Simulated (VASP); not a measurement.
# KI (P1) in VASP: single point with PBE

Aim: the single point of KI with PBE.

All numbers are computed with VASP 6.6.1; they aren't measurements. Logs are shortened: lines on timing, memory, paths and dates and some standing lists are left out, and cuts for length are marked.

## (1) The cell of the first run

The typed cell holds 2 atoms: a = 5.590 Å, b = 5.590 Å, c = 5.590 Å, α = 60.00°, β = 60.00°, γ = 60.00°.

## (2) Single point, PBE

Input file INCAR:

```
  PREC = Accurate
  ENCUT = 520
  EDIFF = 1E-6
  ISMEAR = -1
  SIGMA = 0.086
  LREAL = False
  LASPH = True
  NELM = 60
  ALGO = Normal
  ISIF = 2
  LWAVE = False
  LCHARG = False
  GGA = PE
  NBANDS = 15
```

Input file KPOINTS:

```
Automatic mesh
0
Gamma
  4 4 4
```

Input file POSCAR:

```
KI
1.0
    0.0000000000      3.9526580000      3.9526580000
    3.9526580000      0.0000000000      3.9526580000
    3.9526580000      3.9526580000      0.0000000000
K I
1 1
Direct
   -0.0073685859     -0.0137475845      0.0246739030
    0.2469664717      0.2533419284      0.2493595449
```

Potentials or basis: VASP PAW PBE potentials, release 64 (K_sv, I).

Run with:

```sh
$ cat potpaw_PBE.64/K_sv/POTCAR potpaw_PBE.64/I/POTCAR > POTCAR
$ mpirun -np 1 vasp_std > vasp.out
```

OUTCAR:

```text
PREC = Accurate
   ENCUT = 520
   EDIFF = 1E-6
   ISMEAR = -1
   LREAL = False
   LASPH = True
   NELM = 60
   ISIF = 2
   GGA = PE

 ion  position               nearest neighbor table
   1  0.993  0.986  0.025-   2 3.35   2 3.41   2 3.41   2 3.54
   2  0.247  0.253  0.249-   1 3.35   1 3.41   1 3.41   1 3.54

  LATTYP: Found a face centered cubic cell.
 ALAT       =     7.9053160000

  Lattice vectors:

 A1 = (   0.0000000000,   3.9526580000,   3.9526580000)
 A2 = (   3.9526580000,   0.0000000000,   3.9526580000)
 A3 = (   3.9526580000,   3.9526580000,   0.0000000000)

Analysis of symmetry for initial positions (statically):
=====================================================================
 Subroutine PRICEL returns:
 Original cell was already a primitive cell.

 Routine SETGRP: Setting up the symmetry group for a
 face centered cubic supercell.

 Subroutine GETGRP returns: Found  1 space group operations
 (whereof  1 operations were pure point group operations)
 out of a pool of 48 trial point group operations.

The static configuration has the point symmetry C_1 .

Analysis of symmetry for dynamics (positions and initial velocities):
=====================================================================
 Subroutine PRICEL returns:
 Original cell was already a primitive cell.

 Routine SETGRP: Setting up the symmetry group for a
 face centered cubic supercell.

 Subroutine GETGRP returns: Found  1 space group operations
 (whereof  1 operations were pure point group operations)
 out of a pool of 48 trial point group operations.

The dynamic configuration has the point symmetry C_1 .

 Subroutine INISYM returns: Found  1 space group operations
 (whereof  1 operations are pure point group operations),
 and found     1 'primitive' translations

----------------------------------------------------------------------------------------

                                     Primitive cell

  volume of cell :     123.5087

  direct lattice vectors                    reciprocal lattice vectors
     0.000000000  3.952658000  3.952658000    -0.126497157  0.126497157  0.126497157
     3.952658000  0.000000000  3.952658000     0.126497157 -0.126497157  0.126497157
     3.952658000  3.952658000  0.000000000     0.126497157  0.126497157 -0.126497157

  length of vectors
     5.589902551  5.589902551  5.589902551     0.219099503  0.219099503  0.219099503

  position of ions in fractional coordinates (direct lattice)
     0.992631414  0.986252415  0.024673903
     0.246966472  0.253341928  0.249359545

  ion indices of the primitive-cell ions
   primitive index   ion index
                 1           1
                 2           2

----------------------------------------------------------------------------------------

 KPOINTS: Automatic mesh

Automatic generation of k-mesh.
 Grid dimensions read from file:
 generate k-points for:    4    4    4

 Generating k-lattice:

  Cartesian coordinates                     Fractional coordinates (reciprocal lattice)
    -0.031624289  0.031624289  0.031624289     0.250000000  0.000000000  0.000000000
     0.031624289 -0.031624289  0.031624289     0.000000000  0.250000000  0.000000000
     0.031624289  0.031624289 -0.031624289     0.000000000  0.000000000  0.250000000

  Length of vectors
     0.054774876  0.054774876  0.054774876

  Shift w.r.t. Gamma in fractional coordinates (k-lattice)
     0.000000000  0.000000000  0.000000000

 Subroutine IBZKPT returns following result:
 ===========================================

 Found     36 irreducible k-points:

 Following reciprocal coordinates:
            Coordinates               Weight
  0.000000  0.000000  0.000000      1.000000
  0.250000  0.000000  0.000000      2.000000
  0.000000  0.250000  0.000000      2.000000
  0.000000  0.000000  0.250000      2.000000
  0.250000  0.250000  0.250000      2.000000
  0.500000  0.000000  0.000000      1.000000
[... 16 lines left out ...]
  0.250000  0.500000  0.500000      2.000000
  0.500000  0.000000  0.250000      2.000000
 [... further k-points ...]
   k-points           NKPTS =     36   k-points in BZ     NKDIM =     36   number of bands    NBANDS=     15
   number of dos      NEDOS =    301   number of ions     NIONS =      2
   total plane-waves  NPLWV =  74088
   dimension x,y,z NGX =    42 NGY =   42 NGZ =   42
   dimension x,y,z NGXF=    84 NGYF=   84 NGZF=   84
   ions per type =               1   1
   NGX,Y,Z   is equivalent  to a cutoff of  12.49, 12.49, 12.49 a.u.
   NGXF,Y,Z  is equivalent  to a cutoff of  24.98, 24.98, 24.98 a.u.
 SYSTEM =  unknown system
   PREC   = accura    normal or accurate (medium, high low for compatibility)
   ISTART =      0    job   : 0-new  1-cont  2-samecut
   ICHARG =      2    charge: 1-file 2-atom 10-const
   ISPIN  =      1    spin polarized calculation?
   LNONCOLLINEAR =      F non collinear calculations
   LSORBIT =      F    spin-orbit coupling
   LASPH  =      T    aspherical Exc in radial PAW
   ENCUT  =  520.0 eV  38.22 Ry    6.18 a.u.  10.39 10.39 10.39*2*pi/ulx,y,z
   NELM   =     60;   NELMIN=  2; NELMDL= -5     # of ELM steps
   EDIFF  = 0.1E-05   stopping-criterion for ELM
   LREAL  =      F    real-space projection
   EDIFFG = 0.1E-04   stopping-criterion for IOM
   NSW    =      0    number of steps for IOM
   IBRION =     -1    ionic relax: 0-MD 1-quasi-New 2-CG
   NFREE  =      0    steps in history (QN), initial steepest desc. (CG)
   ISIF   =      2    stress and relaxation
   ISYM   =      2    0-nonsym 1-usesym 2-fastsym
   POTIM  = 0.5000    time-step for ionic-motion
   TEBEG  =    0.0;   TEEND  =   0.0 temperature during run
   PSTRESS=    0.0 pullay stress
   NELECT =      16.0000    total number of electrons
   NUPDOWN=      -1.0000    fix difference up-down
   EMIN   =  10.00;   EMAX   =-10.00  energy-range for DOS
   EFERMI =   0.00;   METHOD = LEGACY
   ISMEAR =    -1;   SIGMA  =   0.09  broadening in eV -4-tet -1-fermi 0-gaus
   EFERMI_NEDOS =   21; number of points for ismear=-14 and -15
   IALGO  =     38    algorithm
   IMIX   =      4    mixing-type and parameters
     AMIX     =   0.40;   BMIX     =  1.00
     AMIX_MAG =   1.60;   BMIX_MAG =  1.00
  volume/ion in A,a.u.               =      61.75       416.74
  Fermi-wavevector in a.u.,A,eV,Ry     =   0.828353  1.565361  9.335898  0.686169
  Thomas-Fermi vector in A             =   1.940715
   LORBIT       =      0    0 simple, 1 ext, 2 COOP (PROOUT), +10 PAW based schemes
   GGA     = PE    functional components
   LHFCALC =     F    Hartree Fock is set to
   AEXX    =    0.0000 exact exchange contribution
   IVDW    =     0    specifies the selected vdW correction
   LEPSILON=     F    determine dielectric tensor
   LRPA    =     F    only Hartree local field effects (RPA)
 non-spin polarized calculation
  energy-cutoff  :      520.00
  volume of cell :      123.51
 maximum number of plane-waves:      3383
 NGX is ok and might be reduce to    42
   NGX = 21   NGY = 21   NGZ = 21

 number of electron      16.0000000 magnetization

 Free energy of the ion-electron system (eV)
  ---------------------------------------------------
  ext. energy  EPLUGINS =         0.00000000
  ---------------------------------------------------
  free energy    TOTEN  =        -5.37578967 eV

  energy without entropy =       -5.37578967  energy(sigma->0) =       -5.37578967

 E-fermi :  -0.0101     XC(G=0):  -5.7633

 val. band max:       -2.1257259291   @ k =   0.0000   0.0000   0.0000
 cond. band min:       1.7908404268   @ k =   0.0000   0.0000   0.0000
 fundamental gap:      3.9165663560
 Fermi energy:        -0.0100520547

 k-point     1 :       0.0000    0.0000    0.0000
  band No.  band energies     occupation
      1     -30.5926      2.00000
      2     -14.0919      2.00000
      3     -14.0890      2.00000
      4     -14.0886      2.00000
      5     -12.1730      2.00000
      6      -2.1750      2.00000
      7      -2.1629      2.00000
      8      -2.1257      2.00000
      9       1.7908      0.00000
     10       5.4015      0.00000
     11       5.4089      0.00000
     12       5.8933      0.00000
     13       6.0637      0.00000
     14       6.1178      0.00000
     15       7.0079      0.00000

 k-point     2 :       0.2500    0.0000    0.0000
  band No.  band energies     occupation
      1     -30.5923      2.00000
      2     -14.1217      2.00000
      3     -14.0928      2.00000
      4     -14.0905      2.00000
      5     -12.1186      2.00000
      6      -2.4233      2.00000
      7      -2.1673      2.00000
      8      -2.1397      2.00000
      9       2.6032      0.00000
     10       5.0325      0.00000
     11       5.0778      0.00000
     12       5.2739      0.00000
     13       6.2727      0.00000
     14       6.4016      0.00000
     15       6.4612      0.00000

 k-point     3 :       0.0000    0.2500    0.0000
  band No.  band energies     occupation
      1     -30.5923      2.00000
      2     -14.1252      2.00000
      3     -14.0928      2.00000
      4     -14.0904      2.00000
      5     -12.1139      2.00000
      6      -2.4325      2.00000
      7      -2.1567      2.00000
      8      -2.1338      2.00000
      9       2.5983      0.00000
     10       5.0231      0.00000
     11       5.0522      0.00000
     12       5.2401      0.00000
     13       6.3212      0.00000
     14       6.3858      0.00000
     15       6.4494      0.00000
[... 343 lines left out ...]
 k-point    23 :       0.2500    0.5000    0.5000
  band No.  band energies     occupation
      1     -30.5920      2.00000
      2     -14.1559      2.00000
      3     -14.0974      2.00000
      4     -14.0959      2.00000
      5     -12.0500      2.00000
      6      -2.5530      2.00000
      7      -2.2876      2.00000
      8      -2.1804      2.00000
      9       3.5246      0.00000
     10       4.1564      0.00000
     11       4.9730      0.00000
     12       5.4960      0.00000
     13       6.4892      0.00000
     14       6.5449      0.00000
     15       7.0021      0.00000

 k-point    24 :       0.5000    0.0000    0.2500
  band No.  band energies     occupation
      1     -30.5920      2.00000
      2     -14.1560      2.00000
      3     -14.0984      2.00000
      4     -14.0943      2.00000
      5     -12.0508      2.00000
      6      -2.5606      2.00000
      7      -2.2663      2.00000
      8      -2.1938      2.00000
      9       3.5257      0.00000
     10       4.1964      0.00000
     11       4.9644      0.00000
     12       5.4237      0.00000
     13       6.4982      0.00000
     14       6.5403      0.00000
     15       7.0360      0.00000

 [... further k-points ...]

------------------------ aborting loop because EDIFF is reached ----------------------------------------

  FORCE on cell =-STRESS in cart. coord.  units (eV):
  Direction    XX          YY          ZZ          XY          YZ          ZX
  --------------------------------------------------------------------------------------
  -------------------------------------------------------------------------------------
  Total        0.2470685      0.2326445      0.2319661     -0.1845260      0.0458689      0.1802751
  in kB        3.2050170      3.0179052      3.0091051     -2.3937035      0.5950189      2.3385605
  external PRESSURE =       3.0773424 kB  Pullay stress =       0.0000000 kB

 VOLUME and BASIS-vectors are now :
 -----------------------------------------------------------------------------
  energy-cutoff  :      520.00
  volume of cell :      123.51
      direct lattice vectors                 reciprocal lattice vectors
     0.000000000  3.952658000  3.952658000    -0.126497157  0.126497157  0.126497157
     3.952658000  0.000000000  3.952658000     0.126497157 -0.126497157  0.126497157
     3.952658000  3.952658000  0.000000000     0.126497157  0.126497157 -0.126497157

 POSITION                                       TOTAL-FORCE (eV/Angst)
 -----------------------------------------------------------------------------------
      3.99585      4.02106      7.82185        -0.015896     -0.091827      0.094034
      1.98701      1.96181      1.97755         0.015896      0.091827     -0.094034
 -----------------------------------------------------------------------------------
    total drift:                               -0.000036     -0.000047     -0.000036

  FREE ENERGIE OF THE ION-ELECTRON SYSTEM (eV)
  ---------------------------------------------------
  free  energy   TOTEN  =        -5.3757896652 eV

  energy  without entropy=       -5.3757896651  energy(sigma->0) =       -5.37578967
```

It took 66 s on 1 thread of Intel Xeon 8259CL, shared host; peak memory 0.28 GiB.

Results:

* Free energy: -5.3758 eV
* Pressure: 0.3 GPa
* Largest force: 0.132 eV/Å
* Band gap on the k mesh: 3.92 eV

Forces in eV/Å, atoms in the order of the input:
```
K   -0.016 -0.092  0.094
I    0.016  0.092 -0.094
```

Stress tensor (GPa, compression positive):
```
 0.32 -0.24  0.23
-0.24  0.30  0.06
 0.23  0.06  0.30
```

Caveat: the atoms stand as in a frame of molecular dynamics; spin-orbit coupling is left out, which moves the levels of the heavy elements.
